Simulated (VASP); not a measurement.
Write the native input for VASP 6.6.1 that does the following.

```
Task                   : single point
Functional             : PBEsol
Potentials or basis    : VASP PAW PBE potentials, release 64 (Sb, Ga_d)
Cutoff                 : 520 eV
k mesh                 : 8 × 8 × 8
Occupations            : fermi-dirac, width 0.05 eV
Spin                   : no spin polarisation
Dipole correction      : no
Further INCAR settings : ALGO = Normal; EDIFF = 1e-07; NBANDS = 16
```

The structure of GaSb lies in POSCAR:

```
GaSb
1.0
    0.0000000000      3.0176570942      3.0176570942
    3.0176570942      0.0000000000      3.0176570942
    3.0176570942      3.0176570942      0.0000000000
Sb Ga
1 1
Direct
    0.7500000000      0.7500000000      0.7500000000
    0.0000000000      0.0000000000      0.0000000000
```

These files were run (other wordings do the same):

INCAR

```
SYSTEM = GaSb
ALGO = Normal
EDIFF = 1E-7
ENCUT = 520
GGA = PS
ISIF = 2
ISMEAR = -1
LASPH = .TRUE.
LCHARG = .TRUE.
LELF = .TRUE.
LREAL = .FALSE.
LVHAR = .TRUE.
LWAVE = .FALSE.
NBANDS = 16
NELM = 100
PREC = Accurate
SIGMA = 0.05
```

KPOINTS

```
k-points
0
G
  8 8 8
  0 0 0
```

Potentials or basis: VASP PAW PBE potentials, release 64 (Sb, Ga_d).

Run with:

```sh
$ cat potpaw_PBE.64/Sb/POTCAR potpaw_PBE.64/Ga_d/POTCAR > POTCAR
$ mpirun -np 1 vasp_std > vasp.out
```

It gave:

```
Pressure               : 2.2 GPa
Band gap on the k mesh : 0.28 eV, direct
```

Caveat: the PAW data sets were made with another functional, which shifts forces and pressure a little; spin-orbit coupling is left out, which moves the levels of the heavy elements.

It took 38 s on 1 thread of Intel Xeon 8259CL, with other jobs on the host, peak memory 0.19 GiB.
